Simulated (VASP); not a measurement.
Runs of VASP 6.6.1 on Cd. The structure is that of space group Fm-3m (No. 225), or close to it. The cells are those of the table. This isn't the form of Cd at room conditions, which is hcp.

```tsv
task	cell	gap on the mesh (eV)	pressure (GPa)
relaxation of cell and atoms	relaxed to 20 GPa from a = 3.125 Å, angles 60.0°, 1 atom	none	20.0
relaxation of cell and atoms	relaxed to 5 GPa from a = 3.125 Å, angles 60.0°, 1 atom	none	5.0
single point	a = 3.096 Å, angles 60.0°, 1 atom	none	(a)
single point	a = 2.898 Å, angles 60.0°, 1 atom	none	20.9
relaxation of cell and atoms	relaxed from a = 3.125 Å, angles 60.0°, 1 atom	none	0.1
single point	a = 2.969 Å, angles 60.0°, 1 atom	none	10.6
single point	a = 3.021 Å, angles 60.0°, 1 atom	none	5.5
```

Alike in all rows: level PBEsol; potentials or basis VASP PAW PBE potentials, release 64 (Cd); no spin polarisation; k mesh 16 × 16 × 16; cutoff (eV) 500; smearing methfessel-paxton 0.1 eV.

Problem. Estimate the missing entries.

Solution. (a) 0.4.

Caveats: the PAW data sets were made with another functional, which shifts forces and pressure a little; the cell stands under pressure (at least some runs); the cell is relaxed towards a set pressure, so the run minimises the enthalpy, not the energy (at least some runs).

A k mesh can miss the band edges, and the runs leave out spin-orbit coupling on Cd.

A gap of «none» marks levels without a gap at the run's occupations.
